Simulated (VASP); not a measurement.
# Ti (I4/mmm) in VASP: a series of runs

Ti is run at these levels: r2SCAN; tasks: single point.

Program: VASP 6.6.1. These are calculated values, not measurements. Logs are shortened: lines on timing, memory, paths and dates and some standing lists are left out, and cuts for length are marked.

## Step 1: The cell of the first run

It takes space group I4/mmm (No. 139, tetragonal). Conventional cell: a = 3.170 Å, b = 3.170 Å, c = 3.333 Å, α = 90.00°, β = 90.00°, γ = 90.00°. Ti (site symmetry 4/mmm) has 14 Ti at 2.79 to 3.33 Å within 3.7 Å.

## Step 2: Single point, r2SCAN (strain -0.025 along x and y, +0.025 along z)

POSCAR

```
Ti
1.0
   -1.5852474989      1.5852474989      1.6665422425
    1.5852474989     -1.5852474989      1.6665422425
    1.5852474989      1.5852474989     -1.6665422425
Ti
1
Direct
    0.0000000000      0.0000000000      0.0000000000
```

INCAR.step1

```
PREC = Accurate
ENCUT = 520
ISMEAR = 0
SIGMA = 0.15
LREAL = F
LASPH = T
NELM = 80
NBANDS = 12
GGA = PE
ALGO = Normal
EDIFF = 1E-4
LWAVE = T
LCHARG = F
```

INCAR.step2

```
PREC = Accurate
ENCUT = 520
EDIFF = 1E-7
ISMEAR = 0
SIGMA = 0.15
LREAL = F
LASPH = T
NELM = 80
ALGO = Normal
ISIF = 2
LWAVE = F
LCHARG = F
METAGGA = R2SCAN
LMIXTAU = T
NBANDS = 12
ISTART = 1
```

KPOINTS

```
Automatic mesh
0
Gamma
  26 26 26
```

Potentials or basis: VASP PAW PBE potentials, release 64 (Ti_sv).

Run with:

```console
$ cat potpaw_PBE.64/Ti_sv/POTCAR > POTCAR
$ cp INCAR.step1 INCAR
$ mpirun -np 1 vasp_std > vasp.out
$ cp INCAR.step2 INCAR
$ mpirun -np 1 vasp_std > vasp.out
```

OUTCAR:

```text
PREC = Accurate
   ENCUT = 520
   EDIFF = 1E-7
   ISMEAR = 0
   LREAL = F
   LASPH = T
   NELM = 80
   ISIF = 2
   METAGGA = R2SCAN
   ISTART = 1

 ion  position               nearest neighbor table
   1  0.000  0.000  0.000-

  LATTYP: Found a body centered tetragonal cell.
 ALAT       =     3.1704949978
 C/A-ratio  =     1.0512820513

  Lattice vectors:

 A1 = (  -1.5852474989,   1.5852474989,   1.6665422425)
 A2 = (   1.5852474989,  -1.5852474989,   1.6665422425)
 A3 = (   1.5852474989,   1.5852474989,  -1.6665422425)

Analysis of symmetry for initial positions (statically):
=====================================================================
 Subroutine PRICEL returns:
 Original cell was already a primitive cell.

 Routine SETGRP: Setting up the symmetry group for a
 body centered tetragonal supercell.

 Subroutine GETGRP returns: Found 16 space group operations
 (whereof 16 operations were pure point group operations)
 out of a pool of 16 trial point group operations.

The static configuration has the point symmetry D_4h.

Analysis of symmetry for dynamics (positions and initial velocities):
=====================================================================
 Subroutine PRICEL returns:
 Original cell was already a primitive cell.

 Routine SETGRP: Setting up the symmetry group for a
 body centered tetragonal supercell.

 Subroutine GETGRP returns: Found 16 space group operations
 (whereof 16 operations were pure point group operations)
 out of a pool of 16 trial point group operations.

The dynamic configuration has the point symmetry D_4h.

 Subroutine INISYM returns: Found 16 space group operations
 (whereof 16 operations are pure point group operations),
 and found     1 'primitive' translations

----------------------------------------------------------------------------------------

                                     Primitive cell

  volume of cell :      16.7521

  direct lattice vectors                    reciprocal lattice vectors
    -1.585247499  1.585247499  1.666542243     0.000000000  0.315408162  0.300022398
     1.585247499 -1.585247499  1.666542243     0.315408162  0.000000000  0.300022398
     1.585247499  1.585247499 -1.666542243     0.315408162  0.315408162  0.000000000

  length of vectors
     2.793453474  2.793453474  2.793453474     0.435311093  0.435311093  0.446054500

  position of ions in fractional coordinates (direct lattice)
     0.000000000  0.000000000  0.000000000

  ion indices of the primitive-cell ions
   primitive index   ion index
                 1           1

----------------------------------------------------------------------------------------

 KPOINTS: Automatic mesh

Automatic generation of k-mesh.
 Grid dimensions read from file:
 generate k-points for:   26   26   26

 Generating k-lattice:

  Cartesian coordinates                     Fractional coordinates (reciprocal lattice)
     0.000000000  0.012131083  0.011539323     0.038461538  0.000000000 -0.000000000
     0.012131083  0.000000000  0.011539323     0.000000000  0.038461538 -0.000000000
     0.012131083  0.012131083  0.000000000     0.000000000  0.000000000  0.038461538

  Length of vectors
     0.016742734  0.016742734  0.017155942

  Shift w.r.t. Gamma in fractional coordinates (k-lattice)
     0.000000000  0.000000000  0.000000000

 Subroutine IBZKPT returns following result:
 ===========================================

 Found   1330 irreducible k-points:

 Following reciprocal coordinates:
            Coordinates               Weight
  0.000000  0.000000  0.000000      1.000000
  0.038462 -0.000000  0.000000      8.000000
  0.076923 -0.000000  0.000000      8.000000
  0.115385 -0.000000  0.000000      8.000000
  0.153846  0.000000  0.000000      8.000000
  0.192308 -0.000000  0.000000      8.000000
[... 16 lines left out ...]
  0.346154  0.038462  0.000000     16.000000
  0.384615  0.038462  0.000000     16.000000
 [... further k-points ...]
   k-points           NKPTS =   1330   k-points in BZ     NKDIM =   1330   number of bands    NBANDS=     12
   number of dos      NEDOS =    301   number of ions     NIONS =      1
   total plane-waves  NPLWV =  13824
   dimension x,y,z NGX =    24 NGY =   24 NGZ =   24
   dimension x,y,z NGXF=    48 NGYF=   48 NGZF=   48
   ions per type =               1
   NGX,Y,Z   is equivalent  to a cutoff of  14.28, 14.28, 14.28 a.u.
   NGXF,Y,Z  is equivalent  to a cutoff of  28.57, 28.57, 28.57 a.u.
 SYSTEM =  unknown system
   PREC   = accura    normal or accurate (medium, high low for compatibility)
   ISTART =      1    job   : 0-new  1-cont  2-samecut
   ICHARG =      0    charge: 1-file 2-atom 10-const
   ISPIN  =      1    spin polarized calculation?
   LNONCOLLINEAR =      F non collinear calculations
   LSORBIT =      F    spin-orbit coupling
   LASPH  =      T    aspherical Exc in radial PAW
   ENCUT  =  520.0 eV  38.22 Ry    6.18 a.u.   5.19  5.19  5.19*2*pi/ulx,y,z
   NELM   =     80;   NELMIN=  2; NELMDL=  0     # of ELM steps
   EDIFF  = 0.1E-06   stopping-criterion for ELM
   LREAL  =      F    real-space projection
   EDIFFG = 0.1E-05   stopping-criterion for IOM
   NSW    =      0    number of steps for IOM
   IBRION =     -1    ionic relax: 0-MD 1-quasi-New 2-CG
   NFREE  =      0    steps in history (QN), initial steepest desc. (CG)
   ISIF   =      2    stress and relaxation
   ISYM   =      2    0-nonsym 1-usesym 2-fastsym
   POTIM  = 0.5000    time-step for ionic-motion
   TEBEG  =    0.0;   TEEND  =   0.0 temperature during run
   PSTRESS=    0.0 pullay stress
   NELECT =      12.0000    total number of electrons
   NUPDOWN=      -1.0000    fix difference up-down
   EMIN   =  10.00;   EMAX   =-10.00  energy-range for DOS
   EFERMI =   0.00;   METHOD = LEGACY
   ISMEAR =     0;   SIGMA  =   0.15  broadening in eV -4-tet -1-fermi 0-gaus
   EFERMI_NEDOS =   21; number of points for ismear=-14 and -15
   IALGO  =     38    algorithm
   IMIX   =      4    mixing-type and parameters
     AMIX     =   0.40;   BMIX     =  1.00
     AMIX_MAG =   1.60;   BMIX_MAG =  1.00
  volume/ion in A,a.u.               =      16.75       113.05
  Fermi-wavevector in a.u.,A,eV,Ry     =   1.464800  2.768071 29.193204  2.145640
  Thomas-Fermi vector in A             =   2.580733
   LORBIT       =      0    0 simple, 1 ext, 2 COOP (PROOUT), +10 PAW based schemes
   METAGGA = R2SCAN    functional components
   LHFCALC =     F    Hartree Fock is set to
   AEXX    =    0.0000 exact exchange contribution
   IVDW    =     0    specifies the selected vdW correction
   LEPSILON=     F    determine dielectric tensor
   LRPA    =     F    only Hartree local field effects (RPA)
 non-spin polarized calculation
 Gauss-broadening in eV      SIGMA  =   0.15
  energy-cutoff  :      520.00
  volume of cell :       16.75
 maximum number of plane-waves:       466
 NGX is ok and might be reduce to    24
   NGX = 11   NGY = 11   NGZ = 11

 number of electron      11.9999999 magnetization

 Free energy of the ion-electron system (eV)
  ---------------------------------------------------
  ext. energy  EPLUGINS =         0.00000000
  ---------------------------------------------------
  free energy    TOTEN  =       -12.82275025 eV

  energy without entropy =      -12.79863297  energy(sigma->0) =      -12.81069161

 E-fermi :   8.5141     XC(G=0): -12.5863

 val. band max:        8.5140377161   @ k =   0.1538   0.1154   0.1154
 cond. band min:       8.5148690385   @ k =  -0.1154   0.4231   0.1154
 fundamental gap:      0.0008313223
 Fermi energy:         8.5141329247

 k-point     1 :       0.0000    0.0000    0.0000
  band No.  band energies     occupation
      1     -50.3295      2.00000
      2     -25.0897      2.00000
      3     -25.0897      2.00000
      4     -25.0869      2.00000
      5       2.0945      2.00000
      6       9.5626      0.00000
      7       9.5626      0.00000
      8       9.9621      0.00000
      9      11.2908      0.00000
     10      11.7518      0.00000
     11      26.2443      0.00000
     12      27.1994      0.00000

 k-point     2 :       0.0385   -0.0000    0.0000
  band No.  band energies     occupation
      1     -50.3272      2.00000
      2     -25.1004      2.00000
      3     -25.0930      2.00000
      4     -25.0881      2.00000
      5       2.1484      2.00000
      6       9.5565      0.00000
      7       9.5704      0.00000
      8       9.9683      0.00000
      9      11.2691      0.00000
     10      11.7410      0.00000
     11      26.2331      0.00000
     12      27.1346      0.00000

 k-point     3 :       0.0769   -0.0000    0.0000
  band No.  band energies     occupation
      1     -50.3206      2.00000
      2     -25.1353      2.00000
      3     -25.1029      2.00000
      4     -25.0882      2.00000
      5       2.3079      2.00000
      6       9.5330      0.00000
      7       9.5663      0.00000
      8      10.0157      0.00000
      9      11.2087      0.00000
     10      11.7158      0.00000
     11      26.1589      0.00000
     12      26.9503      0.00000

 k-point     4 :       0.1154   -0.0000    0.0000
  band No.  band energies     occupation
      1     -50.3100      2.00000
      2     -25.1910      2.00000
      3     -25.1187      2.00000
      4     -25.0883      2.00000
      5       2.5678      2.00000
      6       9.4778      0.00000
      7       9.5042      0.00000
      8      10.1532      0.00000
      9      11.1289      0.00000
     10      11.6899      0.00000
     11      25.8967      0.00000
     12      26.6955      0.00000

 k-point     5 :       0.1538    0.0000    0.0000
  band No.  band energies     occupation
      1     -50.2960      2.00000
      2     -25.2638      2.00000
      3     -25.1395      2.00000
      4     -25.0884      2.00000
      5       2.9184      2.00000
      6       9.3746      0.00000
      7       9.3851      0.00000
      8      10.3834      0.00000
      9      11.0630      0.00000
     10      11.6727      0.00000
     11      25.3379      0.00000
     12      26.4005      0.00000
[... 228 lines left out ...]
      1     -50.2324      2.00000
      2     -25.5817      2.00000
      3     -25.2332      2.00000
      4     -25.0919      2.00000
      5       4.6058      2.00000
      6       8.7623      0.01928
      7       8.8253      0.00335
      8      11.1453      0.00000
      9      11.6614      0.00000
     10      11.7462      0.00000
     11      21.9871      0.00000
     12      24.5955      0.00000

 k-point    22 :       0.3077    0.0385    0.0000
  band No.  band energies     occupation
      1     -50.2148      2.00000
      2     -25.6674      2.00000
      3     -25.2592      2.00000
      4     -25.0922      2.00000
      5       5.0680      2.00000
      6       8.6480      0.20681
      7       8.7277      0.04407
      8      11.2288      0.00000
      9      11.7473      0.00000
     10      12.1067      0.00000
     11      20.9144      0.00000
     12      24.0717      0.00000

 k-point    23 :       0.3462    0.0385    0.0000
  band No.  band energies     occupation
      1     -50.1992      2.00000
      2     -25.7422      2.00000
      3     -25.2821      2.00000
      4     -25.0926      2.00000
      5       5.4360      2.00000
      6       8.5236      0.92885
      7       8.7876      0.00994
      8      11.2905      0.00000
      9      11.8066      0.00000
     10      12.4911      0.00000
     11      19.9101      0.00000
     12      23.6105      0.00000

 k-point    24 :       0.3846    0.0385    0.0000
  band No.  band energies     occupation
      1     -50.1866      2.00000
      2     -25.8023      2.00000
      3     -25.3004      2.00000
      4     -25.0930      2.00000
      5       5.6790      2.00000
      6       8.4210      1.62014
      7       8.9743      0.00001
      8      11.3205      0.00000
      9      11.8758      0.00000
     10      12.8240      0.00000
     11      19.0394      0.00000
     12      23.2404      0.00000

 [... further k-points ...]
[... 5 lines left out ...]
  --------------------------------------------------------------------------------------
  -------------------------------------------------------------------------------------
  Total        0.3322174      0.3322174      0.4975135      0.0000000      0.0000000     -0.0000000
  in kB       31.7733152     31.7733152     47.5822474      0.0000000      0.0000000     -0.0000000
  external PRESSURE =      37.0429593 kB  Pullay stress =       0.0000000 kB

 VOLUME and BASIS-vectors are now :
 -----------------------------------------------------------------------------
  energy-cutoff  :      520.00
  volume of cell :       16.75
      direct lattice vectors                 reciprocal lattice vectors
    -1.585247499  1.585247499  1.666542243     0.000000000  0.315408162  0.300022398
     1.585247499 -1.585247499  1.666542243     0.315408162  0.000000000  0.300022398
     1.585247499  1.585247499 -1.666542243     0.315408162  0.315408162  0.000000000

 POSITION                                       TOTAL-FORCE (eV/Angst)
 -----------------------------------------------------------------------------------
      0.00000      0.00000      0.00000         0.000000     -0.000000      0.000000
 -----------------------------------------------------------------------------------
    total drift:                                0.000000      0.000000     -0.000000

  FREE ENERGIE OF THE ION-ELECTRON SYSTEM (eV)
  ---------------------------------------------------
  free  energy   TOTEN  =       -12.8227502464 eV

  energy  without entropy=      -12.7986329749  energy(sigma->0) =      -12.81069161
```

It took 23 min on 1 thread of Intel Xeon 8259CL, shared host; peak memory 0.37 GiB.

Results:

```
Free energy            : -12.8228 eV
Pressure               : 3.7 GPa
Band gap on the k mesh : zero (bands 6 and 7 overlap by 1.84 eV)
```

Levels at points of the mesh, in eV from the Fermi level:
```csv
k point,band 3,band 4,band 5,band 6,band 7,band 8,band 9,band 10
"(0.00, 0.00, 0.00)",-33.60,-33.60,-6.42,1.05,1.05,1.45,2.78,3.24
"(0.50, 0.00, 0.00)",-33.83,-33.60,-2.68,-0.21,0.95,2.81,3.44,4.65
"(0.50, 0.50, 0.00)",-33.86,-33.63,-2.68,-0.69,1.33,3.34,3.53,4.70
"(0.50, 0.50, 0.50)",-34.10,-34.10,-2.47,-2.34,4.26,4.32,4.32,8.06
```

Caveat: the cell differs from its parent crystal (strain -0.025 along x and y, +0.025 along z); the cell stands under pressure; the PAW data sets were made with another functional, which shifts forces and pressure a little.

(Continued in part 2 of 2.)
